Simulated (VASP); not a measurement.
# Pb (Fm-3m) in VASP: notebook

Aim: see how the results for Pb move with the level of theory and the settings. Levels: LDA, PBEsol, PBE. Tasks: single point.

Program: VASP 6.6.1. These are calculated values, not measurements. Logs are shortened: lines on timing, memory, paths and dates and some standing lists are left out, and cuts for length are marked.

## Step 1: The cell of the first run

Symmetry: Fm-3m, No. 225, cubic system. The conventional cell has a = 4.878 Å, b = 4.878 Å, c = 4.878 Å, α = 90.00°, β = 90.00°, γ = 90.00°. Within 4.5 Å of Pb (site symmetry m-3m) lie 12 Pb at 3.45 Å.

## Step 2: Single point, LDA

INCAR reads:

```
PREC     = Accurate       # precision mode
ENCUT    = 520            # plane-wave cutoff, eV
EDIFF    = 1E-7           # SCF threshold, eV
ISMEAR   = -1             # smearing method
SIGMA    = 0.05           # smearing width, eV
LREAL    = False          # projectors in reciprocal space
LASPH    = True           # aspherical terms in the spheres
NELM     = 60             # most SCF steps
ALGO     = Normal         # electronic algorithm
ISIF     = 2              # what is computed and relaxed
LWAVE    = False          # write WAVECAR
LCHARG   = False          # write CHGCAR
GGA      = CA             # functional
NBANDS   = 13             # bands
```

KPOINTS reads:

```
Automatic mesh
0
Gamma
  9 9 9
```

POSCAR reads:

```
Pb
1.0
    0.0000000000      2.4388728221      2.4388728221
    2.4388728221      0.0000000000      2.4388728221
    2.4388728221      2.4388728221      0.0000000000
Pb
1
Direct
    0.0000000000      0.0000000000      0.0000000000
```

Potentials or basis: VASP PAW LDA potentials, release 64 (Pb_d).

On the command line:

```bash
$ cat potpaw_LDA.64/Pb_d/POTCAR > POTCAR
$ mpirun -np 1 vasp_std > vasp.out
```

OUTCAR:

```text
PREC = Accurate
   ENCUT = 520
   EDIFF = 1E-7
   ISMEAR = -1
   LREAL = False
   LASPH = True
   NELM = 60
   ISIF = 2
   GGA = CA

 ion  position               nearest neighbor table
   1  0.000  0.000  0.000-

  LATTYP: Found a face centered cubic cell.
 ALAT       =     4.8777456442

  Lattice vectors:

 A1 = (   0.0000000000,   2.4388728221,   2.4388728221)
 A2 = (   2.4388728221,   0.0000000000,   2.4388728221)
 A3 = (   2.4388728221,   2.4388728221,   0.0000000000)

Analysis of symmetry for initial positions (statically):
[... 5 lines left out ...]
 face centered cubic supercell.

 Subroutine GETGRP returns: Found 48 space group operations
 (whereof 48 operations were pure point group operations)
 out of a pool of 48 trial point group operations.

The static configuration has the point symmetry O_h .

Analysis of symmetry for dynamics (positions and initial velocities):
[... 5 lines left out ...]
 face centered cubic supercell.

 Subroutine GETGRP returns: Found 48 space group operations
 (whereof 48 operations were pure point group operations)
 out of a pool of 48 trial point group operations.

The dynamic configuration has the point symmetry O_h .

 Subroutine INISYM returns: Found 48 space group operations
 (whereof 48 operations are pure point group operations),
 and found     1 'primitive' translations

----------------------------------------------------------------------------------------

                                     Primitive cell

  volume of cell :      29.0133

  direct lattice vectors                    reciprocal lattice vectors
     0.000000000  2.438872822  2.438872822    -0.205012740  0.205012740  0.205012740
     2.438872822  0.000000000  2.438872822     0.205012740 -0.205012740  0.205012740
     2.438872822  2.438872822  0.000000000     0.205012740  0.205012740 -0.205012740

  length of vectors
     3.449087022  3.449087022  3.449087022     0.355092482  0.355092482  0.355092482

  position of ions in fractional coordinates (direct lattice)
     0.000000000  0.000000000  0.000000000

  ion indices of the primitive-cell ions
   primitive index   ion index
                 1           1

----------------------------------------------------------------------------------------

 KPOINTS: Automatic mesh

Automatic generation of k-mesh.
 Grid dimensions read from file:
 generate k-points for:    9    9    9

 Generating k-lattice:

  Cartesian coordinates                     Fractional coordinates (reciprocal lattice)
    -0.022779193  0.022779193  0.022779193     0.111111111  0.000000000  0.000000000
     0.022779193 -0.022779193  0.022779193     0.000000000  0.111111111  0.000000000
     0.022779193  0.022779193 -0.022779193     0.000000000  0.000000000  0.111111111

  Length of vectors
     0.039454720  0.039454720  0.039454720

  Shift w.r.t. Gamma in fractional coordinates (k-lattice)
     0.000000000  0.000000000  0.000000000

 Subroutine IBZKPT returns following result:
 ===========================================

 Found     35 irreducible k-points:

 Following reciprocal coordinates:
            Coordinates               Weight
  0.000000  0.000000  0.000000      1.000000
  0.111111  0.000000  0.000000      8.000000
  0.222222  0.000000  0.000000      8.000000
  0.333333  0.000000  0.000000      8.000000
  0.444444  0.000000  0.000000      8.000000
  0.111111  0.111111  0.000000      6.000000
[... 16 lines left out ...]
 -0.333333  0.333333  0.000000     12.000000
  0.444444  0.444444  0.000000      6.000000
 [... further k-points ...]
   k-points           NKPTS =     35   k-points in BZ     NKDIM =     35   number of bands    NBANDS=     13
   number of dos      NEDOS =    301   number of ions     NIONS =      1
   total plane-waves  NPLWV =  21952
   dimension x,y,z NGX =    28 NGY =   28 NGZ =   28
   dimension x,y,z NGXF=    56 NGYF=   56 NGZF=   56
   ions per type =               1
   NGX,Y,Z   is equivalent  to a cutoff of  13.50, 13.50, 13.50 a.u.
   NGXF,Y,Z  is equivalent  to a cutoff of  26.99, 26.99, 26.99 a.u.
 SYSTEM =  unknown system
   PREC   = accura    normal or accurate (medium, high low for compatibility)
   ISTART =      0    job   : 0-new  1-cont  2-samecut
   ICHARG =      2    charge: 1-file 2-atom 10-const
   ISPIN  =      1    spin polarized calculation?
   LNONCOLLINEAR =      F non collinear calculations
   LSORBIT =      F    spin-orbit coupling
   LASPH  =      T    aspherical Exc in radial PAW
   ENCUT  =  520.0 eV  38.22 Ry    6.18 a.u.   6.41  6.41  6.41*2*pi/ulx,y,z
   NELM   =     60;   NELMIN=  2; NELMDL= -5     # of ELM steps
   EDIFF  = 0.1E-06   stopping-criterion for ELM
   LREAL  =      F    real-space projection
   EDIFFG = 0.1E-05   stopping-criterion for IOM
   NSW    =      0    number of steps for IOM
   IBRION =     -1    ionic relax: 0-MD 1-quasi-New 2-CG
   NFREE  =      0    steps in history (QN), initial steepest desc. (CG)
   ISIF   =      2    stress and relaxation
   ISYM   =      2    0-nonsym 1-usesym 2-fastsym
   POTIM  = 0.5000    time-step for ionic-motion
   TEBEG  =    0.0;   TEEND  =   0.0 temperature during run
   PSTRESS=    0.0 pullay stress
   NELECT =      14.0000    total number of electrons
   NUPDOWN=      -1.0000    fix difference up-down
   EMIN   =  10.00;   EMAX   =-10.00  energy-range for DOS
   EFERMI =   0.00;   METHOD = LEGACY
   ISMEAR =    -1;   SIGMA  =   0.05  broadening in eV -4-tet -1-fermi 0-gaus
   EFERMI_NEDOS =   21; number of points for ismear=-14 and -15
   IALGO  =     38    algorithm
   IMIX   =      4    mixing-type and parameters
     AMIX     =   0.40;   BMIX     =  1.00
     AMIX_MAG =   1.60;   BMIX_MAG =  1.00
  volume/ion in A,a.u.               =      29.01       195.79
  Fermi-wavevector in a.u.,A,eV,Ry     =   1.284059  2.426520 22.433393  1.648808
  Thomas-Fermi vector in A             =   2.416275
   LORBIT       =      0    0 simple, 1 ext, 2 COOP (PROOUT), +10 PAW based schemes
   GGA     = CA    functional components
   LHFCALC =     F    Hartree Fock is set to
   AEXX    =    0.0000 exact exchange contribution
   IVDW    =     0    specifies the selected vdW correction
   LEPSILON=     F    determine dielectric tensor
   LRPA    =     F    only Hartree local field effects (RPA)
 non-spin polarized calculation
  energy-cutoff  :      520.00
  volume of cell :       29.01
 maximum number of plane-waves:       797
 NGX is ok and might be reduce to    28
   NGX = 13   NGY = 13   NGZ = 13

 number of electron      13.9999999 magnetization

 Free energy of the ion-electron system (eV)
  ---------------------------------------------------
  ext. energy  EPLUGINS =         0.00000000
  ---------------------------------------------------
  free energy    TOTEN  =        -4.27278734 eV

  energy without entropy =       -4.26964480  energy(sigma->0) =       -4.27121607

 E-fermi :   7.3444     XC(G=0): -10.6682

 val. band max:        7.3442474318   @ k =  -0.2222   0.3333   0.1111
 cond. band min:       7.5760608472   @ k =   0.3333   0.3333   0.0000
 fundamental gap:      0.2318134154
 Fermi energy:         7.3444259722

 k-point     1 :       0.0000    0.0000    0.0000
  band No.  band energies     occupation
      1      -9.5303      2.00000
      2      -9.5303      2.00000
      3      -9.5303      2.00000
      4      -9.3668      2.00000
      5      -9.3668      2.00000
      6      -4.5584      2.00000
      7      15.2169      0.00000
      8      15.2169      0.00000
      9      15.2169      0.00000
     10      17.3645      0.00000
     11      19.5508      0.00000
     12      20.3621      0.00000
     13      20.3621      0.00000

 k-point     2 :       0.1111    0.0000    0.0000
  band No.  band energies     occupation
      1      -9.5317      2.00000
      2      -9.5115      2.00000
      3      -9.5115      2.00000
      4      -9.3672      2.00000
      5      -9.3672      2.00000
      6      -4.3096      2.00000
      7      12.7896      0.00000
      8      14.9251      0.00000
      9      14.9251      0.00000
     10      17.0458      0.00000
     11      20.3621      0.00000
     12      20.8823      0.00000
     13      20.8823      0.00000

 k-point     3 :       0.2222    0.0000    0.0000
  band No.  band energies     occupation
      1      -9.5397      2.00000
      2      -9.4888      2.00000
      3      -9.4888      2.00000
      4      -9.3417      2.00000
      5      -9.3417      2.00000
      6      -3.5618      2.00000
      7       9.1963      0.00000
      8      14.2986      0.00000
      9      14.2986      0.00000
     10      16.7811      0.00000
     11      19.6373      0.00000
     12      20.4353      0.00000
     13      20.4353      0.00000

 k-point     4 :       0.3333    0.0000    0.0000
  band No.  band energies     occupation
      1      -9.5558      2.00000
      2      -9.4998      2.00000
      3      -9.4998      2.00000
      4      -9.2742      2.00000
      5      -9.2742      2.00000
      6      -2.3519      2.00000
      7       5.9453      2.00000
      8      13.6908      0.00000
      9      13.6908      0.00000
     10      16.7008      0.00000
     11      18.3794      0.00000
     12      19.5384      0.00000
     13      19.5384      0.00000

 k-point     5 :       0.4444    0.0000    0.0000
  band No.  band energies     occupation
      1      -9.5697      2.00000
      2      -9.5153      2.00000
      3      -9.5153      2.00000
      4      -9.2207      2.00000
      5      -9.2207      2.00000
      6      -0.9803      2.00000
      7       3.5294      2.00000
      8      13.3278      0.00000
      9      13.3278      0.00000
     10      16.8020      0.00000
     11      17.5998      0.00000
     12      19.0878      0.00000
     13      19.0878      0.00000
[... 257 lines left out ...]
 k-point    22 :      -0.4444    0.3333    0.0000
  band No.  band energies     occupation
      1      -9.6389      2.00000
      2      -9.5218      2.00000
      3      -9.2992      2.00000
      4      -9.2780      2.00000
      5      -9.2064      2.00000
      6       0.4934      2.00000
      7       4.9587      2.00000
      8       7.0235      1.99674
      9      10.4487      0.00000
     10      14.1542      0.00000
     11      18.4505      0.00000
     12      23.9246      0.00000
     13      24.1962      0.00000

 k-point    23 :      -0.3333    0.3333    0.0000
  band No.  band energies     occupation
      1      -9.5966      2.00000
      2      -9.4149      2.00000
      3      -9.3607      2.00000
      4      -9.3314      2.00000
      5      -9.2577      2.00000
      6       0.3347      2.00000
      7       5.6226      2.00000
      8       5.8750      2.00000
      9      11.2712      0.00000
     10      14.6404      0.00000
     11      21.6101      0.00000
     12      23.1663      0.00000
     13      23.2464      0.00000

 k-point    24 :       0.4444    0.4444    0.0000
  band No.  band energies     occupation
      1      -9.7155      2.00000
      2      -9.6122      2.00000
      3      -9.2291      2.00000
      4      -9.1858      2.00000
      5      -9.1858      2.00000
      6       0.3330      2.00000
      7       4.6903      2.00000
      8       9.6819      0.00000
      9       9.6819      0.00000
     10      13.2128      0.00000
     11      14.4285      0.00000
     12      25.9820      0.00000
     13      27.9624      0.00000

 [... further k-points ...]
[... 5 lines left out ...]
  --------------------------------------------------------------------------------------
  -------------------------------------------------------------------------------------
  Total        0.0088480      0.0088480      0.0088480     -0.0000000     -0.0000000      0.0000000
  in kB        0.4886043      0.4886043      0.4886043     -0.0000000     -0.0000000      0.0000000
  external PRESSURE =       0.4886043 kB  Pullay stress =       0.0000000 kB

 VOLUME and BASIS-vectors are now :
 -----------------------------------------------------------------------------
  energy-cutoff  :      520.00
  volume of cell :       29.01
      direct lattice vectors                 reciprocal lattice vectors
     0.000000000  2.438872822  2.438872822    -0.205012740  0.205012740  0.205012740
     2.438872822  0.000000000  2.438872822     0.205012740 -0.205012740  0.205012740
     2.438872822  2.438872822  0.000000000     0.205012740  0.205012740 -0.205012740

 POSITION                                       TOTAL-FORCE (eV/Angst)
 -----------------------------------------------------------------------------------
      0.00000      0.00000      0.00000         0.000000      0.000000     -0.000000
 -----------------------------------------------------------------------------------
    total drift:                               -0.000000     -0.000000     -0.000000

  FREE ENERGIE OF THE ION-ELECTRON SYSTEM (eV)
  ---------------------------------------------------
  free  energy   TOTEN  =        -4.2727873434 eV

  energy  without entropy=       -4.2696448048  energy(sigma->0) =       -4.27121607
```

Run time: 16 s. Hardware: 1 thread of Intel Xeon Platinum 8375C at 2.90GHz (Ice Lake), shared host; peak memory 0.14 GiB.

What came out:

| Item | Value |
| --- | --- |
| Free energy | -4.2728 eV |
| Pressure | 0.0 GPa |
| Band gap on the k mesh | zero (band 7 reaches 15.22 eV, above the bottom of band 8 at 5.88 eV) |

Levels at points of the mesh, in eV from the Fermi level:
```tsv
k point	band 4	band 5	band 6	band 7	band 8	band 9	band 10	band 11
(0.00, 0.00, 0.00)	-16.71	-16.71	-11.90	7.87	7.87	7.87	10.02	12.21
```

Caveat: spin-orbit coupling is left out, which moves the levels of the heavy elements.

(Continued in part 2 of 2.)
